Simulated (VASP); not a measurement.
# Sc4GeSe (I422) in VASP: single point with PBE

Aim: the single point of Sc4GeSe with PBE.

All numbers are computed with VASP 6.6.1; they aren't measurements. Logs are shortened: lines on timing, memory, paths and dates and some standing lists are left out, and cuts for length are marked.

## Step 1: The cell of the first run

Symmetry: I422, No. 97, tetragonal system. Conventional cell: a = 6.843 Å, b = 6.843 Å, c = 5.470 Å, α = 90.00°, β = 90.00°, γ = 90.00°. Within 3.8 Å of Sc (site symmetry 2) lie 2 Se at 2.91 Å and 2 Ge at 2.91 Å and 11 Sc at 3.10 to 3.64 Å. Within 3.6 Å of Ge (site symmetry 422) lie 2 Se at 2.74 Å and 8 Sc at 2.91 Å. Se (site symmetry 422) has 2 Ge at 2.74 Å and 8 Sc at 2.91 Å within 3.6 Å.

## Step 2: Single point, PBE

Contents of INCAR:

```
PREC = Accurate
ENCUT = 520
EDIFF = 1E-6
ISMEAR = 0
SIGMA = 0.1
LREAL = False
LASPH = True
NELM = 80
ALGO = Normal
ISIF = 2
LWAVE = False
LCHARG = False
GGA = PE
NBANDS = 41
```

Contents of KPOINTS:

```
Automatic mesh
0
Gamma
  4 4 4
```

Contents of POSCAR:

```
Sc4GeSe
1.0
   -3.4215609000      3.4215609000      2.7351309000
    3.4215609000     -3.4215609000      2.7351309000
    3.4215609000      3.4215609000     -2.7351309000
Sc Ge Se
4 1 1
Direct
    0.4101766300      0.9101766300      0.8203532700
    0.0898233700      0.5898233700      0.1796467300
    0.5898233700      0.4101766300      0.5000000000
    0.9101766300      0.0898233700      0.5000000000
    0.5000000000      0.5000000000      0.0000000000
    0.0000000000      0.0000000000      0.0000000000
```

Potentials or basis: VASP PAW PBE potentials, release 64 (Sc_sv, Ge_d, Se).

Launch:

```bash
$ cat potpaw_PBE.64/Sc_sv/POTCAR potpaw_PBE.64/Ge_d/POTCAR potpaw_PBE.64/Se/POTCAR > POTCAR
$ mpirun -np 1 vasp_std > vasp.out
```

OUTCAR:

```text
PREC = Accurate
   ENCUT = 520
   EDIFF = 1E-6
   ISMEAR = 0
   LREAL = False
   LASPH = True
   NELM = 80
   ISIF = 2
   GGA = PE

 ion  position               nearest neighbor table
   1  0.410  0.910  0.820-   5 2.91   6 2.91   6 2.91   5 2.91   2 3.10   2 3.24   2 3.24
   2  0.090  0.590  0.180-   5 2.91   6 2.91   6 2.91   5 2.91   1 3.10   1 3.24   1 3.24
   3  0.590  0.410  0.500-   6 2.91   5 2.91   5 2.91   6 2.91   4 3.10   4 3.24   4 3.24
   4  0.910  0.090  0.500-   5 2.91   6 2.91   6 2.91   5 2.91   3 3.10   3 3.24   3 3.24
   5  0.500  0.500  0.000-   6 2.74   6 2.74   1 2.91   2 2.91   1 2.91   2 2.91   3 2.91   3 2.91
                             4 2.91   4 2.91
   6  0.000  0.000  0.000-   5 2.74   5 2.74   1 2.91   2 2.91   1 2.91   2 2.91   4 2.91   3 2.91
                             4 2.91   3 2.91

  LATTYP: Found a body centered tetragonal cell.
 ALAT       =     6.8431218000
 C/A-ratio  =     0.7993810369

  Lattice vectors:

 A1 = (  -3.4215609000,   3.4215609000,   2.7351309000)
 A2 = (   3.4215609000,  -3.4215609000,   2.7351309000)
 A3 = (   3.4215609000,   3.4215609000,  -2.7351309000)

Analysis of symmetry for initial positions (statically):
=====================================================================
 Subroutine PRICEL returns:
 Original cell was already a primitive cell.

 Routine SETGRP: Setting up the symmetry group for a
 body centered tetragonal supercell.

 Subroutine GETGRP returns: Found  8 space group operations
 (whereof  8 operations were pure point group operations)
 out of a pool of 16 trial point group operations.

The static configuration has the point symmetry D_4 .

Analysis of symmetry for dynamics (positions and initial velocities):
=====================================================================
 Subroutine PRICEL returns:
 Original cell was already a primitive cell.

 Routine SETGRP: Setting up the symmetry group for a
 body centered tetragonal supercell.

 Subroutine GETGRP returns: Found  8 space group operations
 (whereof  8 operations were pure point group operations)
 out of a pool of 16 trial point group operations.

The dynamic configuration has the point symmetry D_4 .

 Subroutine INISYM returns: Found  8 space group operations
 (whereof  8 operations are pure point group operations),
 and found     1 'primitive' translations

----------------------------------------------------------------------------------------

                                     Primitive cell

  volume of cell :     128.0816

  direct lattice vectors                    reciprocal lattice vectors
    -3.421560900  3.421560900  2.735130900     0.000000000  0.146132135  0.182806607
     3.421560900 -3.421560900  2.735130900     0.146132135  0.000000000  0.182806607
     3.421560900  3.421560900 -2.735130900     0.146132135  0.146132135  0.000000000

  length of vectors
     5.558335994  5.558335994  5.558335994     0.234036016  0.234036016  0.206662047

  position of ions in fractional coordinates (direct lattice)
     0.410176630  0.910176630  0.820353270
     0.089823370  0.589823370  0.179646730
     0.589823370  0.410176630  0.500000000
     0.910176630  0.089823370  0.500000000
     0.500000000  0.500000000  0.000000000
     0.000000000  0.000000000  0.000000000

  ion indices of the primitive-cell ions
   primitive index   ion index
                 1           1
                 2           2
                 3           3
                 4           4
                 5           5
                 6           6

----------------------------------------------------------------------------------------

 KPOINTS: Automatic mesh

Automatic generation of k-mesh.
 Grid dimensions read from file:
 generate k-points for:    4    4    4

 Generating k-lattice:

  Cartesian coordinates                     Fractional coordinates (reciprocal lattice)
     0.000000000  0.036533034  0.045701652     0.250000000  0.000000000 -0.000000000
     0.036533034  0.000000000  0.045701652     0.000000000  0.250000000 -0.000000000
     0.036533034  0.036533034  0.000000000     0.000000000  0.000000000  0.250000000

  Length of vectors
     0.058509004  0.058509004  0.051665512

  Shift w.r.t. Gamma in fractional coordinates (k-lattice)
     0.000000000  0.000000000  0.000000000

 Subroutine IBZKPT returns following result:
 ===========================================

 Found     13 irreducible k-points:

 Following reciprocal coordinates:
            Coordinates               Weight
  0.000000  0.000000  0.000000      1.000000
  0.250000  0.000000  0.000000      8.000000
  0.500000  0.000000  0.000000      4.000000
  0.250000  0.250000  0.000000      8.000000
  0.500000  0.250000  0.000000     16.000000
 -0.250000  0.250000  0.000000      4.000000
  0.500000  0.500000  0.000000      2.000000
  0.250000  0.250000  0.250000      2.000000
 -0.250000  0.250000  0.250000      4.000000
  0.500000  0.500000  0.250000      4.000000
 -0.250000  0.500000  0.250000      8.000000
 -0.250000 -0.250000  0.250000      2.000000
  0.500000  0.500000  0.500000      1.000000
   k-points           NKPTS =     13   k-points in BZ     NKDIM =     13   number of bands    NBANDS=     41
   number of dos      NEDOS =    301   number of ions     NIONS =      6
   total plane-waves  NPLWV =  74088
   dimension x,y,z NGX =    42 NGY =   42 NGZ =   42
   dimension x,y,z NGXF=    84 NGYF=   84 NGZF=   84
   ions per type =               4   1   1
   NGX,Y,Z   is equivalent  to a cutoff of  12.56, 12.56, 12.56 a.u.
   NGXF,Y,Z  is equivalent  to a cutoff of  25.12, 25.12, 25.12 a.u.
 SYSTEM =  unknown system
   PREC   = accura    normal or accurate (medium, high low for compatibility)
   ISTART =      0    job   : 0-new  1-cont  2-samecut
   ICHARG =      2    charge: 1-file 2-atom 10-const
   ISPIN  =      1    spin polarized calculation?
   LNONCOLLINEAR =      F non collinear calculations
   LSORBIT =      F    spin-orbit coupling
   LASPH  =      T    aspherical Exc in radial PAW
   ENCUT  =  520.0 eV  38.22 Ry    6.18 a.u.  10.33 10.33 10.33*2*pi/ulx,y,z
   NELM   =     80;   NELMIN=  2; NELMDL= -5     # of ELM steps
   EDIFF  = 0.1E-05   stopping-criterion for ELM
   LREAL  =      F    real-space projection
   EDIFFG = 0.1E-04   stopping-criterion for IOM
   NSW    =      0    number of steps for IOM
   IBRION =     -1    ionic relax: 0-MD 1-quasi-New 2-CG
   NFREE  =      0    steps in history (QN), initial steepest desc. (CG)
   ISIF   =      2    stress and relaxation
   ISYM   =      2    0-nonsym 1-usesym 2-fastsym
   POTIM  = 0.5000    time-step for ionic-motion
   TEBEG  =    0.0;   TEEND  =   0.0 temperature during run
   PSTRESS=    0.0 pullay stress
   NELECT =      64.0000    total number of electrons
   NUPDOWN=      -1.0000    fix difference up-down
   EMIN   =  10.00;   EMAX   =-10.00  energy-range for DOS
   EFERMI =   0.00;   METHOD = LEGACY
   ISMEAR =     0;   SIGMA  =   0.10  broadening in eV -4-tet -1-fermi 0-gaus
   EFERMI_NEDOS =   21; number of points for ismear=-14 and -15
   IALGO  =     38    algorithm
   IMIX   =      4    mixing-type and parameters
     AMIX     =   0.40;   BMIX     =  1.00
     AMIX_MAG =   1.60;   BMIX_MAG =  1.00
  volume/ion in A,a.u.               =      21.35       144.06
  Fermi-wavevector in a.u.,A,eV,Ry     =   1.299090  2.454924 22.961669  1.687635
  Thomas-Fermi vector in A             =   2.430376
   LORBIT       =      0    0 simple, 1 ext, 2 COOP (PROOUT), +10 PAW based schemes
   GGA     = PE    functional components
   LHFCALC =     F    Hartree Fock is set to
   AEXX    =    0.0000 exact exchange contribution
   IVDW    =     0    specifies the selected vdW correction
   LEPSILON=     F    determine dielectric tensor
   LRPA    =     F    only Hartree local field effects (RPA)
 non-spin polarized calculation
 Gauss-broadening in eV      SIGMA  =   0.10
  energy-cutoff  :      520.00
  volume of cell :      128.08
 maximum number of plane-waves:      3467
 NGX is ok and might be reduce to    42
   NGX = 21   NGY = 21   NGZ = 21

 number of electron      63.9999998 magnetization

 Free energy of the ion-electron system (eV)
  ---------------------------------------------------
  ext. energy  EPLUGINS =         0.00000000
  ---------------------------------------------------
  free energy    TOTEN  =       -37.37295144 eV

  energy without entropy =      -37.32510349  energy(sigma->0) =      -37.34902746

 E-fermi :   4.9998     XC(G=0): -10.4429

 val. band max:        4.9864270052   @ k =  -0.2500   0.2500   0.2500
 cond. band min:       5.0237111025   @ k =   0.5000   0.2500   0.0000
 fundamental gap:      0.0372840973
 Fermi energy:         4.9997957250

 k-point     1 :       0.0000    0.0000    0.0000
  band No.  band energies     occupation
      1     -44.5006      2.00000
      2     -44.4743      2.00000
      3     -44.4479      2.00000
      4     -44.4479      2.00000
      5     -23.2378      2.00000
      6     -23.2378      2.00000
[... 33 lines left out ...]
     40       7.2736      0.00000
     41       7.2759      0.00000

 k-point     2 :       0.2500    0.0000    0.0000
  band No.  band energies     occupation
      1     -44.4926      2.00000
      2     -44.4733      2.00000
      3     -44.4527      2.00000
      4     -44.4520      2.00000
      5     -23.2633      2.00000
      6     -23.2212      2.00000
[... 33 lines left out ...]
     40       7.3193      0.00000
     41       7.4371      0.00000

 k-point     3 :       0.5000    0.0000    0.0000
  band No.  band energies     occupation
      1     -44.4768      2.00000
      2     -44.4768      2.00000
      3     -44.4586      2.00000
      4     -44.4585      2.00000
      5     -23.2646      2.00000
      6     -23.2218      2.00000
[... 391 lines left out ...]
      2     -44.4712      2.00000
      3     -44.4590      2.00000
      4     -44.4588      2.00000
      5     -23.2471      2.00000
      6     -23.2458      2.00000
[... 33 lines left out ...]
     40       6.9621      0.00000
     41       7.7194      0.00000

 k-point    13 :       0.5000    0.5000    0.5000
  band No.  band energies     occupation
      1     -44.4699      2.00000
      2     -44.4699      2.00000
      3     -44.4682      2.00000
      4     -44.4626      2.00000
      5     -23.3141      2.00000
      6     -23.1896      2.00000
[... 33 lines left out ...]
     40       7.4240      0.00000
     41       7.9005      0.00000

------------------------ aborting loop because EDIFF is reached ----------------------------------------

  FORCE on cell =-STRESS in cart. coord.  units (eV):
  Direction    XX          YY          ZZ          XY          YZ          ZX
  --------------------------------------------------------------------------------------
  -------------------------------------------------------------------------------------
  Total       -2.4521102     -2.4521102      0.7553296      0.0000000      0.0000000      0.0000000
  in kB      -30.6735404    -30.6735404      9.4484475      0.0000000      0.0000000      0.0000000
  external PRESSURE =     -17.2995444 kB  Pullay stress =       0.0000000 kB

 VOLUME and BASIS-vectors are now :
 -----------------------------------------------------------------------------
  energy-cutoff  :      520.00
  volume of cell :      128.08
      direct lattice vectors                 reciprocal lattice vectors
    -3.421560900  3.421560900  2.735130900     0.000000000  0.146132135  0.182806607
     3.421560900 -3.421560900  2.735130900     0.146132135  0.000000000  0.182806607
     3.421560900  3.421560900 -2.735130900     0.146132135  0.146132135  0.000000000

 POSITION                                       TOTAL-FORCE (eV/Angst)
 -----------------------------------------------------------------------------------
      4.51767      1.09611      1.36757         0.006213      0.006213      0.000000
      2.32545     -1.09611      1.36757        -0.006213     -0.006213     -0.000000
      1.09611      2.32545      1.36757         0.006213     -0.006213     -0.000000
     -1.09611      4.51767      1.36757        -0.006213      0.006213     -0.000000
      0.00000      0.00000      2.73513        -0.000000      0.000000     -0.000000
      0.00000      0.00000      0.00000        -0.000000      0.000000     -0.000000
 -----------------------------------------------------------------------------------
    total drift:                               -0.000003      0.000003      0.000000

  FREE ENERGIE OF THE ION-ELECTRON SYSTEM (eV)
  ---------------------------------------------------
  free  energy   TOTEN  =       -37.3729514366 eV

  energy  without entropy=      -37.3251034923  energy(sigma->0) =      -37.34902746
```

Run time: 86 s. Hardware: 1 thread of Intel Xeon Platinum 8488C (Sapphire Rapids), shared host; peak memory 0.29 GiB.

Results:

```yaml
Free_energy: -37.3730 eV
Pressure: -1.7 GPa
Largest_force: 0.009 eV/Å
Band_gap_on_the_k_mesh: zero (band 32 reaches 5.57 eV, above the bottom of band 33 at 4.63 eV)
```

Forces on the atoms (eV/Å):
```
Sc   0.006  0.006  0.000
Sc  -0.006 -0.006  0.000
Sc   0.006 -0.006  0.000
Sc  -0.006  0.006  0.000
Ge   0.000  0.000  0.000
Se   0.000  0.000  0.000
```

Caveat: the k points lie up to 0.37 Å⁻¹ apart.
